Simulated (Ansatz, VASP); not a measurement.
**BiTe in VASP and in Ansatz**

File POSCAR:

```
BiTe
1.0
    2.5438431614      1.4686885340      3.1514273568
   -2.5438431614      1.4686885340      3.1514273568
    0.0000000000     -2.9373770681      3.1514273568
Bi Te
1 1
Direct
    0.5000000000      0.5000000000      0.5000000000
    0.0000000000      0.0000000000      0.0000000000
```

The input INCAR.step1:

```
ALGO = Normal
EDIFF = 1E-4
ENCUT = 520
GGA = PE
ISMEAR = 0
LASPH = T
LCHARG = F
LREAL = F
LWAVE = T
NBANDS = 18
NELM = 100
PREC = Accurate
SIGMA = 0.15
```

The input INCAR.step2:

```
ALGO = Normal
EDIFF = 1E-6
ENCUT = 520
ISIF = 2
ISMEAR = 0
ISTART = 1
LASPH = T
LCHARG = T
LELF = T
LMIXTAU = T
LREAL = F
LVHAR = T
LWAVE = F
METAGGA = R2SCAN
NBANDS = 18
NELM = 100
PREC = Accurate
SIGMA = 0.15
```

KPOINTS

```
k-points
0
Gamma
  12 12 12
```

Input for Ansatz:

```yaml
crystal:
  lattice:
    - [2.5438431614, 1.468688534, 3.1514273568]
    - [-2.5438431614, 1.468688534, 3.1514273568]
    - [0.0, -2.9373770681, 3.1514273568]
  atoms:
    - { symbol: Bi, position: [0.5, 0.5, 0.5] }
    - { symbol: Te, position: [0.0, 0.0, 0.0] }
basis:
  ecutwfc: 500
kpoints:
  mp_grid: { grid: [12, 12, 12] }
hamiltonian:
  xc: r2scan
scf:
  occupations: { method: gaussian, width: 0.15 }
output:
  forces: true
  stress: true
  eigenvalues: true
```

Change from the starting cell: strain +0.050 along x and y, -0.050 along z, atoms carried along.

Alike in both runs: task single point; functional r2SCAN; k mesh 12 × 12 × 12; occupations gaussian, width 0.15 eV; no spin polarisation.

```csv
,VASP,Ansatz
version,VASP 6.6.1,Ansatz 0.2.0
potentials or method,"VASP PAW PBE potentials, release 64 (Bi_d, Te), cutoff 520 eV","scalar-relativistic, plane waves, PAW"
valence electrons in the cell,21,31
```

|  | VASP | Ansatz | Ansatz less VASP |
| --- | --- | --- | --- |
| gap on the k mesh at the Fermi level (eV) | none | none | - |
| pressure (GPa) | -3.7 | -3.7 | +0.03 |
| traceless stress, the component that is largest in VASP (GPa) | 2.28 | 2.28 | -0.003 |

VASP's potentials were made for PBE, not for r2SCAN. A gap of «none» marks a metal or a gap that the smearing closes. With one functional, cell and mesh, what is left measures potentials, basis and numerics. VASP's potentials hold 21 valence electrons a cell and Ansatz's 31, so a difference there can come from the potentials and not from the codes.

Neither program's run includes spin-orbit coupling.
